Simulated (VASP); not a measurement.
Set up this calculation in VASP 6.6.1, as the native input.

* Task: single point
* Functional: PBE
* Potentials or basis: VASP PAW PBE potentials, release 64 (Ag, Zn, Ge_d, Se)
* Cutoff: 520 eV
* k mesh: 6 × 6 × 6
* Occupations: fermi-dirac, width 0.02 eV
* Spin: no spin polarisation
* Dipole correction: no
* Further INCAR settings: ALGO = Normal; EDIFF = 1e-07; NBANDS = 46

The structure of ZnAg2GeSe4 lies in POSCAR:

```
ZnAg2GeSe4
1.0
   -2.8087188471      2.8087188471      6.1251029673
    2.8087188471     -2.8087188471      6.1251029673
    2.8087188471      2.8087188471     -6.1251029673
Ag Zn Ge Se
2 1 1 4
Direct
    0.7500000000      0.2500000000      0.5000000000
    0.2500000000      0.7500000000      0.5000000000
    0.0000000000      0.0000000000      0.0000000000
    0.5000000000      0.5000000000      0.0000000000
    0.8571857053      0.8571857053      0.4862851356
    0.1428142947      0.6290994303      0.0000000000
    0.6290994303      0.1428142947      0.0000000000
    0.3709005697      0.3709005697      0.5137148644
```

These files were run (other wordings do the same):

INCAR

```
SYSTEM = ZnAg2GeSe4
PREC = Accurate
ENCUT = 520
EDIFF = 1E-7
ISMEAR = -1
SIGMA = 0.02
LREAL = .FALSE.
LASPH = .TRUE.
NELM = 100
ALGO = Normal
ISIF = 2
LWAVE = .FALSE.
LCHARG = .TRUE.
GGA = PE
LELF = .TRUE.
LVHAR = .TRUE.
NBANDS = 46
```

KPOINTS

```
Automatic mesh
0
G
  6 6 6
  0 0 0
```

Potentials or basis: VASP PAW PBE potentials, release 64 (Ag, Zn, Ge_d, Se).

Command:

```console
$ cat potpaw_PBE.64/Ag/POTCAR potpaw_PBE.64/Zn/POTCAR potpaw_PBE.64/Ge_d/POTCAR potpaw_PBE.64/Se/POTCAR > POTCAR
$ mpirun -np 1 vasp_std > vasp.out
```

Results of the run:

The pressure is 3.8 GPa, the largest force is 0.153 eV/Å and the band gap on the k mesh is zero (filled and empty bands touch).

Caveat: the cell stands under pressure; semilocal functionals underestimate gaps, and a narrow one can read as zero.

Run time: 6 min on 1 thread of Intel(R) Xeon(R) Platinum 8488C (Sapphire Rapids), with other jobs on the host, peak memory 0.59 GiB.
